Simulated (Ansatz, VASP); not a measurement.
# AgI: VASP beside Ansatz

```
Ag I
1.0
     0.00000    3.28863    3.28863
     3.28863    0.00000    3.28863
     3.28863    3.28863    0.00000
Ag I
1 1
Direct
  0.00000 0.00000 0.00000
  0.25000 0.25000 0.25000
```

Alike in both runs: task single point; functional LDA; k mesh 8 × 8 × 8; no spin polarisation.

```csv
,VASP,Ansatz
version,VASP 6.6.1,Ansatz 0.2.0
potentials or method,"VASP PAW LDA potentials, release 64 (Ag, I)","plane waves, PAW"
plane-wave cutoff (eV),500,420
occupations,"gaussian, width 0.01 eV",fixed
valence electrons in the cell,18,36
```

```tsv
	VASP	Ansatz	Ansatz less VASP
gap on the k mesh at the Fermi level (eV)	1.09	1.06	-0.033
```

LDA's correlation is that of Perdew and Zunger in VASP and of Perdew and Wang (1992) in Ansatz. VASP's potentials hold 18 valence electrons a cell and Ansatz's 36, so a difference there can come from the potentials and not from the codes.

Neither program's run includes spin-orbit coupling.
